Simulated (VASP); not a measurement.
# NbP (I4_1md) in VASP: further runs

NbP is run at these levels: r2SCAN; tasks: single point.

Everything below comes from runs of VASP 6.6.1. Logs are shortened: lines on timing, memory, paths and dates and some standing lists are left out, and cuts for length are marked.

### Step 1. The cell of the first run

Symmetry: I4_1md, No. 109, tetragonal system. Conventional cell: a = 3.340 Å, b = 3.340 Å, c = 11.455 Å, α = 90.00°, β = 90.00°, γ = 90.00°. Within 3.4 Å of Nb (site symmetry 2mm) lie 6 P at 2.54 to 2.55 Å and 8 Nb at 3.32 to 3.34 Å. Within 3.4 Å of P (site symmetry 2mm) lie 6 Nb at 2.54 to 2.55 Å and 8 P at 3.32 to 3.34 Å.

### Step 2. Single point, r2SCAN

The input, POSCAR:

```
NbP
1.0
   -1.6699247711      1.6699247711      5.7277477077
    1.6699247711     -1.6699247711      5.7277477077
    1.6699247711      1.6699247711     -5.7277477077
Nb P
2 2
Direct
    0.7498407189      0.7498407189      0.0000000000
    0.4998407189      0.9998407189      0.5000000000
    0.3327878561      0.3327878561      0.0000000000
    0.0827878561      0.5827878561      0.5000000000
```

The input, INCAR.step1:

```
  ALGO = Normal
  EDIFF = 1E-5
  ENCUT = 550
  GGA = PE
  GGA_COMPAT = False
  ISMEAR = -1
  LASPH = True
  LCHARG = False
  LREAL = False
  LWAVE = True
  NBANDS = 26
  NELM = 120
  PREC = Accurate
  SIGMA = 0.15
```

The input, INCAR.step2:

```
  ALGO = Normal
  EDIFF = 1E-6
  ENCUT = 550
  GGA_COMPAT = False
  ISIF = 2
  ISMEAR = -1
  ISTART = 1
  LASPH = True
  LCHARG = False
  LMIXTAU = True
  LREAL = False
  LWAVE = False
  METAGGA = R2SCAN
  NBANDS = 26
  NELM = 120
  PREC = Accurate
  SIGMA = 0.15
```

The input, KPOINTS:

```
k-points
0
Gamma
  18 18 18
```

Potentials or basis: VASP PAW PBE potentials, release 64 (Nb_sv, P).

On the command line:

```sh
cat potpaw_PBE.64/Nb_sv/POTCAR potpaw_PBE.64/P/POTCAR > POTCAR
cp INCAR.step1 INCAR
mpirun -np 1 vasp_std > vasp.out
cp INCAR.step2 INCAR
mpirun -np 1 vasp_std > vasp.out
```

OUTCAR:

```text
EDIFF = 1E-6
   ENCUT = 550
   ISIF = 2
   ISMEAR = -1
   ISTART = 1
   LASPH = True
   LREAL = False
   METAGGA = R2SCAN
   NELM = 120
   PREC = Accurate

 ion  position               nearest neighbor table
   1  0.750  0.750  0.000-   4 2.54   4 2.54   3 2.55   3 2.55   3 2.55   3 2.55
   2  0.500  1.000  0.500-   3 2.54   3 2.54   4 2.55   4 2.55   4 2.55   4 2.55
   3  0.333  0.333  0.000-   2 2.54   2 2.54   1 2.55   1 2.55   1 2.55   1 2.55
   4  0.083  0.583  0.500-   1 2.54   1 2.54   2 2.55   2 2.55   2 2.55   2 2.55

  LATTYP: Found a body centered tetragonal cell.
 ALAT       =     3.3398495422
 C/A-ratio  =     3.4299435560

  Lattice vectors:

 A1 = (  -1.6699247711,   1.6699247711,   5.7277477077)
 A2 = (   1.6699247711,  -1.6699247711,   5.7277477077)
 A3 = (   1.6699247711,   1.6699247711,  -5.7277477077)

Analysis of symmetry for initial positions (statically):
=====================================================================
 Subroutine PRICEL returns:
 Original cell was already a primitive cell.

 Routine SETGRP: Setting up the symmetry group for a
 body centered tetragonal supercell.

 Subroutine GETGRP returns: Found  8 space group operations
 (whereof  4 operations were pure point group operations)
 out of a pool of 16 trial point group operations.

The static configuration has the point symmetry C_2v.
 The point group associated with its full space group is C_4v.

Analysis of symmetry for dynamics (positions and initial velocities):
=====================================================================
 Subroutine PRICEL returns:
 Original cell was already a primitive cell.

 Routine SETGRP: Setting up the symmetry group for a
 body centered tetragonal supercell.

 Subroutine GETGRP returns: Found  8 space group operations
 (whereof  4 operations were pure point group operations)
 out of a pool of 16 trial point group operations.

The dynamic configuration has the point symmetry C_2v.
 The point group associated with its full space group is C_4v.

 Subroutine INISYM returns: Found  8 space group operations
 (whereof  4 operations are pure point group operations),
 and found     1 'primitive' translations

----------------------------------------------------------------------------------------

                                     Primitive cell

  volume of cell :      63.8907

  direct lattice vectors                    reciprocal lattice vectors
    -1.669924771  1.669924771  5.727747708     0.000000000  0.299414685  0.087294348
     1.669924771 -1.669924771  5.727747708     0.299414685  0.000000000  0.087294348
     1.669924771  1.669924771 -5.727747708     0.299414685  0.299414685  0.000000000

  length of vectors
     6.195513803  6.195513803  6.195513803     0.311880517  0.311880517  0.423436309

  position of ions in fractional coordinates (direct lattice)
     0.749840719  0.749840719  0.000000000
     0.499840719  0.999840719  0.500000000
     0.332787856  0.332787856  0.000000000
     0.082787856  0.582787856  0.500000000

  ion indices of the primitive-cell ions
   primitive index   ion index
                 1           1
                 2           2
                 3           3
                 4           4

----------------------------------------------------------------------------------------

 KPOINTS: k-points

Automatic generation of k-mesh.
 Grid dimensions read from file:
 generate k-points for:   18   18   18

 Generating k-lattice:

  Cartesian coordinates                     Fractional coordinates (reciprocal lattice)
     0.000000000  0.016634149  0.004849686     0.055555556  0.000000000  0.000000000
     0.016634149  0.000000000  0.004849686     0.000000000  0.055555556  0.000000000
     0.016634149  0.016634149  0.000000000     0.000000000  0.000000000  0.055555556

  Length of vectors
     0.017326695  0.017326695  0.023524239

  Shift w.r.t. Gamma in fractional coordinates (k-lattice)
     0.000000000  0.000000000  0.000000000

 Subroutine IBZKPT returns following result:
 ===========================================

 Found    480 irreducible k-points:

 Following reciprocal coordinates:
            Coordinates               Weight
  0.000000  0.000000  0.000000      1.000000
  0.055556  0.000000 -0.000000      8.000000
  0.111111  0.000000 -0.000000      8.000000
  0.166667  0.000000 -0.000000      8.000000
  0.222222  0.000000 -0.000000      8.000000
  0.277778  0.000000  0.000000      8.000000
[... 16 lines left out ...]
 -0.277778  0.055556 -0.000000     16.000000
 -0.222222  0.055556  0.000000     16.000000
 [... further k-points ...]
   k-points           NKPTS =    480   k-points in BZ     NKDIM =    480   number of bands    NBANDS=     26
   number of dos      NEDOS =    301   number of ions     NIONS =      4
   total plane-waves  NPLWV = 110592
   dimension x,y,z NGX =    48 NGY =   48 NGZ =   48
   dimension x,y,z NGXF=    96 NGYF=   96 NGZF=   96
   ions per type =               2   2
   NGX,Y,Z   is equivalent  to a cutoff of  12.88, 12.88, 12.88 a.u.
   NGXF,Y,Z  is equivalent  to a cutoff of  25.76, 25.76, 25.76 a.u.
 SYSTEM =  unknown system
   PREC   = accura    normal or accurate (medium, high low for compatibility)
   ISTART =      1    job   : 0-new  1-cont  2-samecut
   ICHARG =      0    charge: 1-file 2-atom 10-const
   ISPIN  =      1    spin polarized calculation?
   LNONCOLLINEAR =      F non collinear calculations
   LSORBIT =      F    spin-orbit coupling
   LASPH  =      T    aspherical Exc in radial PAW
   ENCUT  =  550.0 eV  40.42 Ry    6.36 a.u.  11.85 11.85 11.85*2*pi/ulx,y,z
   NELM   =    120;   NELMIN=  2; NELMDL=  0     # of ELM steps
   EDIFF  = 0.1E-05   stopping-criterion for ELM
   LREAL  =      F    real-space projection
   EDIFFG = 0.1E-04   stopping-criterion for IOM
   NSW    =      0    number of steps for IOM
   IBRION =     -1    ionic relax: 0-MD 1-quasi-New 2-CG
   NFREE  =      0    steps in history (QN), initial steepest desc. (CG)
   ISIF   =      2    stress and relaxation
   ISYM   =      2    0-nonsym 1-usesym 2-fastsym
   POTIM  = 0.5000    time-step for ionic-motion
   TEBEG  =    0.0;   TEEND  =   0.0 temperature during run
   PSTRESS=    0.0 pullay stress
   NELECT =      36.0000    total number of electrons
   NUPDOWN=      -1.0000    fix difference up-down
   EMIN   =  10.00;   EMAX   =-10.00  energy-range for DOS
   EFERMI =   0.00;   METHOD = LEGACY
   ISMEAR =    -1;   SIGMA  =   0.15  broadening in eV -4-tet -1-fermi 0-gaus
   EFERMI_NEDOS =   21; number of points for ismear=-14 and -15
   IALGO  =     38    algorithm
   IMIX   =      4    mixing-type and parameters
     AMIX     =   0.40;   BMIX     =  1.00
     AMIX_MAG =   1.60;   BMIX_MAG =  1.00
  volume/ion in A,a.u.               =      15.97       107.79
  Fermi-wavevector in a.u.,A,eV,Ry     =   1.352165  2.555222 24.876224  1.828351
  Thomas-Fermi vector in A             =   2.479527
   LORBIT       =      0    0 simple, 1 ext, 2 COOP (PROOUT), +10 PAW based schemes
   METAGGA = R2SCAN    functional components
   LHFCALC =     F    Hartree Fock is set to
   AEXX    =    0.0000 exact exchange contribution
   IVDW    =     0    specifies the selected vdW correction
   LEPSILON=     F    determine dielectric tensor
   LRPA    =     F    only Hartree local field effects (RPA)
 non-spin polarized calculation
  energy-cutoff  :      550.00
  volume of cell :       63.89
 maximum number of plane-waves:      1895
   NGX = 23   NGY = 23   NGZ = 23

 number of electron      36.0000000 magnetization

 Free energy of the ion-electron system (eV)
  ---------------------------------------------------
  ext. energy  EPLUGINS =         0.00000000
  ---------------------------------------------------
  free energy    TOTEN  =       -72.08328658 eV

  energy without entropy =      -72.01122136  energy(sigma->0) =      -72.04725397

 E-fermi :  10.7037     XC(G=0): -12.8820

 val. band max:       10.7026833747   @ k =  -0.1667  -0.4444   0.1667
 cond. band min:      10.7244504941   @ k =  -0.0556  -0.4444   0.0556
 fundamental gap:      0.0217671194
 Fermi energy:        10.7037429393

 k-point     1 :       0.0000    0.0000    0.0000
  band No.  band energies     occupation
      1     -46.0993      2.00000
      2     -46.0568      2.00000
      3     -21.6809      2.00000
      4     -21.4459      2.00000
      5     -21.4459      2.00000
      6     -21.3021      2.00000
[... 18 lines left out ...]
     25      15.0055      0.00000
     26      15.0055      0.00000

 k-point     2 :       0.0556    0.0000   -0.0000
  band No.  band energies     occupation
      1     -46.0984      2.00000
      2     -46.0565      2.00000
      3     -21.6776      2.00000
      4     -21.4553      2.00000
      5     -21.4452      2.00000
      6     -21.3117      2.00000
[... 18 lines left out ...]
     25      14.9913      0.00000
     26      15.1688      0.00000

 k-point     3 :       0.1111    0.0000   -0.0000
  band No.  band energies     occupation
      1     -46.0960      2.00000
      2     -46.0555      2.00000
      3     -21.6685      2.00000
      4     -21.4817      2.00000
      5     -21.4430      2.00000
      6     -21.3378      2.00000
[... 18 lines left out ...]
     25      15.1279      0.00000
     26      15.5879      0.00000

 k-point     4 :       0.1667    0.0000   -0.0000
  band No.  band energies     occupation
      1     -46.0922      2.00000
      2     -46.0541      2.00000
      3     -21.6556      2.00000
      4     -21.5203      2.00000
      5     -21.4397      2.00000
      6     -21.3755      2.00000
[... 18 lines left out ...]
     25      15.4143      0.00000
     26      16.1287      0.00000
[... 496 lines left out ...]
      1     -46.0768      2.00000
      2     -46.0485      2.00000
      3     -21.6965      2.00000
      4     -21.5802      2.00000
      5     -21.4953      2.00000
      6     -21.4356      2.00000
[... 18 lines left out ...]
     25      15.6835      0.00000
     26      17.3034      0.00000

 k-point    23 :      -0.2778    0.0556   -0.0000
  band No.  band energies     occupation
      1     -46.0819      2.00000
      2     -46.0498      2.00000
      3     -21.6598      2.00000
      4     -21.5807      2.00000
      5     -21.4630      2.00000
      6     -21.4397      2.00000
[... 18 lines left out ...]
     25      15.8306      0.00000
     26      17.0098      0.00000

 k-point    24 :      -0.2222    0.0556    0.0000
  band No.  band energies     occupation
      1     -46.0871      2.00000
      2     -46.0515      2.00000
      3     -21.6473      2.00000
      4     -21.5598      2.00000
      5     -21.4442      2.00000
      6     -21.4193      2.00000
[... 18 lines left out ...]
     25      15.7472      0.00000
     26      16.5606      0.00000

 [... further k-points ...]

------------------------ aborting loop because EDIFF is reached ----------------------------------------

  FORCE on cell =-STRESS in cart. coord.  units (eV):
  Direction    XX          YY          ZZ          XY          YZ          ZX
  --------------------------------------------------------------------------------------
  -------------------------------------------------------------------------------------
  Total       -0.1613898     -0.1613898     -0.1384744      0.0000000      0.0000000      0.0000000
  in kB       -4.0471478     -4.0471478     -3.4725012      0.0000000      0.0000000      0.0000000
  external PRESSURE =      -3.8555989 kB  Pullay stress =       0.0000000 kB

 VOLUME and BASIS-vectors are now :
 -----------------------------------------------------------------------------
  energy-cutoff  :      550.00
  volume of cell :       63.89
      direct lattice vectors                 reciprocal lattice vectors
    -1.669924771  1.669924771  5.727747708     0.000000000  0.299414685  0.087294348
     1.669924771 -1.669924771  5.727747708     0.299414685  0.000000000  0.087294348
     1.669924771  1.669924771 -5.727747708     0.299414685  0.299414685  0.000000000

 POSITION                                       TOTAL-FORCE (eV/Angst)
 -----------------------------------------------------------------------------------
      0.00000      0.00000      8.58980         0.000000      0.000000     -0.001959
      1.66992      0.00000      5.72592        -0.000000     -0.000000     -0.001959
      0.00000      0.00000      3.81225         0.000000     -0.000000      0.001959
      1.66992      0.00000      0.94838        -0.000000      0.000000      0.001959
 -----------------------------------------------------------------------------------
    total drift:                                0.000000      0.000000      0.000408

  FREE ENERGIE OF THE ION-ELECTRON SYSTEM (eV)
  ---------------------------------------------------
  free  energy   TOTEN  =       -72.0832865750 eV

  energy  without entropy=      -72.0112213649  energy(sigma->0) =      -72.04725397
```

It took 50 min on 1 thread of Intel Xeon 6975P-C (Granite Rapids), shared host; peak memory 0.9 GiB.

Results:

```yaml
Free_energy: -72.0833 eV
Pressure: -0.4 GPa
Band_gap_on_the_k_mesh: zero (bands 18 and 19 overlap by 0.14 eV)
```

Caveat: the PAW data sets were made with another functional, which shifts forces and pressure a little.

### Step 3. Single point, r2SCAN

The input, POSCAR:

```
NbP
1.0
   -1.6699626174      1.6699626174      5.7244685993
    1.6699626174     -1.6699626174      5.7244685993
    1.6699626174      1.6699626174     -5.7244685993
Nb P
2 2
Direct
    0.7498704532      0.7498704532      0.0000000000
    0.4998704532      0.9998704532      0.5000000000
    0.3327581218      0.3327581218      0.0000000000
    0.0827581218      0.5827581218      0.5000000000
```

The input, INCAR.step1:

```
  PREC = Accurate
  ENCUT = 550
  ISMEAR = 0
  SIGMA = 0.1
  LREAL = F
  LASPH = T
  NELM = 120
  NBANDS = 26
  GGA = PE
  ALGO = Normal
  EDIFF = 1E-5
  LWAVE = T
  LCHARG = F
  GGA_COMPAT = F
```

The input, INCAR.step2:

```
  PREC = Accurate
  ENCUT = 550
  EDIFF = 1E-6
  ISMEAR = 0
  SIGMA = 0.1
  LREAL = F
  LASPH = T
  NELM = 120
  ALGO = Normal
  ISIF = 2
  LWAVE = F
  LCHARG = F
  METAGGA = R2SCAN
  LMIXTAU = T
  NBANDS = 26
  ISTART = 1
  GGA_COMPAT = F
```

The input, KPOINTS:

```
regular mesh
0
Gamma
  18 18 18
```

Potentials or basis: VASP PAW PBE potentials, release 64 (Nb_sv, P).

On the command line:

```sh
cat potpaw_PBE.64/Nb_sv/POTCAR potpaw_PBE.64/P/POTCAR > POTCAR
cp INCAR.step1 INCAR
mpirun -np 1 vasp_std > vasp.out
cp INCAR.step2 INCAR
mpirun -np 1 vasp_std > vasp.out
```

Run time: 3.1 h. Hardware: 1 thread of Intel Xeon 8259CL, shared host; peak memory 0.91 GiB.

The run converged. Its results:

| Property | Result |
| --- | --- |
| Free energy | -72.0593 eV |
| Pressure | -0.4 GPa |
| Band gap on the k mesh | zero (bands 18 and 19 overlap by 0.14 eV) |

Levels at points of the mesh, in eV from the Fermi level:
```csv
k point,band 14,band 15,band 16,band 17,band 18,band 19,band 20,band 21,band 22,band 23
"(0.00, 0.00, 0.00)",-2.43,-2.25,-1.81,-1.50,-1.50,0.88,1.69,2.82,3.30,3.30
"(0.50, 0.00, 0.00)",-3.46,-2.51,-2.04,-1.61,-0.18,0.09,1.40,2.62,2.83,3.49
"(0.50, 0.50, 0.00)",-4.93,-3.09,-3.09,-0.52,-0.52,3.17,3.17,3.25,3.25,4.33
"(0.50, 0.50, 0.50)",-2.91,-2.79,-2.79,-0.66,-0.66,1.25,1.25,2.45,2.45,3.82
```

Caveat: the PAW data sets were made with another functional, which shifts forces and pressure a little.

The gap in the log of VASP goes by the Fermi energy; the results here count the filled bands.